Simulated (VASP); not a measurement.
C, 2 atoms in the cell. It takes space group Fmmm (No. 69, orthorhombic). Conventional cell: a = 2.493 Å, b = 4.318 Å, c = 6.897 Å, α = 90.00°, β = 90.00°, γ = 90.00°. C (site symmetry m2m) has 3 C at 1.44 Å within 1.9 Å.  This cell differs from its parent crystal: strain +0.015 along x and y, +0.030 along z.

* Program: VASP 6.6.1
* Task: single point
* Functional: LDA
* Potentials or basis: VASP PAW LDA potentials, release 64 (C)
* Cutoff: 520 eV
* k mesh: 14 × 14 × 14
* Occupations: gaussian, width 0.05 eV
* Spin: no spin polarisation
* Dipole correction: no
* Further INCAR settings: ALGO = Normal; EDIFF = 1e-06; NBANDS = 11

Potentials or basis: VASP PAW LDA potentials, release 64 (C).

The run is started by

```bash
$ cat potpaw_LDA.64/C/POTCAR > POTCAR
$ mpirun -np 1 vasp_std > vasp.out
```

Hardware: 1 thread of Intel(R) Xeon(R) 6975P-C (Granite Rapids), with other jobs on the host.

Q: Estimate the wall time of this run.

A: Run time: 50 s on 1 thread of Intel(R) Xeon(R) 6975P-C (Granite Rapids) (shared host), peak memory 0.17 GiB. Counts: scf iterations 11, k points 428.
